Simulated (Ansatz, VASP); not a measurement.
# Two plane-wave programs on MoS2

Contents of INCAR:

```
SYSTEM = MoS2
ALGO = Normal
EDIFF = 1E-6
ENCUT = 520
GGA = PS
ISIF = 2
ISMEAR = 0
LASPH = .TRUE.
LCHARG = .FALSE.
LREAL = .FALSE.
LWAVE = .FALSE.
NBANDS = 35
NELM = 60
PREC = Accurate
SIGMA = 0.05
```

File KPOINTS:

```
k-points
0
G
  12 12 2
  0 0 0
```

POSCAR

```
MoS2
1.0
    2.9529462749      0.0000000000      0.0000000000
   -1.4764731374      2.8837937016      0.0000000000
    0.0000000000      0.0000000000     12.5788196111
Mo S
2 4
Direct
    0.3333333333      0.6666666667      0.2500000000
    0.6666666667      0.3333333333      0.7500000000
    0.3333333333      0.6666666667      0.6260538431
    0.6666666667      0.3333333333      0.1260538431
    0.3333333333      0.6666666667      0.8739461569
    0.6666666667      0.3333333333      0.3739461569
```

Input for Ansatz:

```yaml
crystal:
  lattice:
    - [2.9529462749, 0.0, 0.0]
    - [-1.4764731374, 2.8837937016, 0.0]
    - [0.0, 0.0, 12.5788196111]
  atoms:
    - { symbol: Mo, position: [0.3333333333, 0.6666666667, 0.25] }
    - { symbol: Mo, position: [0.6666666667, 0.3333333333, 0.75] }
    - { symbol: S, position: [0.3333333333, 0.6666666667, 0.6260538431] }
    - { symbol: S, position: [0.6666666667, 0.3333333333, 0.1260538431] }
    - { symbol: S, position: [0.3333333333, 0.6666666667, 0.8739461569] }
    - { symbol: S, position: [0.6666666667, 0.3333333333, 0.3739461569] }
basis:
  ecutwfc: 420
kpoints:
  mp_grid: { grid: [12, 12, 2] }
hamiltonian:
  xc: pbesol
scf:
  occupations: { method: gaussian, width: 0.05 }
output:
  forces: true
  stress: true
  eigenvalues: true
```

Change from the starting cell: strain -0.0600 x Voigt [1, -1, 0, 0, 0, 0], atoms carried along.

Alike in both runs: task single point; functional PBEsol; k mesh 12 × 12 × 2; occupations gaussian, width 0.05 eV; no spin polarisation.

```csv
,VASP,Ansatz
version,VASP 6.6.1,Ansatz 0.2.0
potentials or method,"VASP PAW PBE potentials, release 64 (Mo_sv, S), cutoff 520 eV","scalar-relativistic, plane waves, PAW"
valence electrons in the cell,52,52
```

|  | VASP | Ansatz | Ansatz less VASP |
| --- | --- | --- | --- |
| gap on the k mesh at the Fermi level (eV) | 1.12 | 1.10 | -0.014 |
| least direct gap on the mesh (eV) | 1.70 | 1.69 | -0.005 |
| pressure (GPa) | 1.7 | 1.8 | +0.03 |
| traceless stress, the component that is largest in VASP (GPa) | 12.57 | 12.53 | -0.043 |
| rms of the force components (eV/Å) | 0.261 | 0.261 | +0.0008 |

VASP's potentials were made for PBE, not for PBEsol. Atom by atom the forces differ by 0.001 eV/Å (rms over components). The functional is the same, so the differences come from potentials, cutoffs and numerics.
